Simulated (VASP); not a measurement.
Runs of VASP 6.6.1 on NaH. The structure is that of space group Fm-3m (No. 225), or close to it. The cells are those of the table. 

| cell | gap on the mesh (eV) | pressure (GPa) |
| --- | --- | --- |
| a = 3.562 Å, angles 60.0°, 2 atoms | 4.15 | (b) |
| a = 3.392 Å, angles 60.0°, 2 atoms | 4.41 | -0.3 |
| a = 3.451 Å, angles 60.0°, 2 atoms | 4.32 | (a) |
| a = 3.362 Å, angles 60.0°, 2 atoms | 4.46 | 0.4 |
| a = 3.332 Å, angles 60.0°, 2 atoms | (c) | 1.3 |

Alike in all rows: task single point; level r2SCAN; potentials or basis VASP PAW PBE potentials, release 64 (Na_pv, H); no spin polarisation; k mesh 8 × 8 × 8; cutoff (eV) 520; smearing gaussian 0.01 eV.

Question: Estimate the missing entries.

Answer: (a) -1.3; (b) -2.9; (c) 4.51.

Caveats: the PAW data sets were made with another functional, which shifts forces and pressure a little.

A k mesh can miss the band edges.
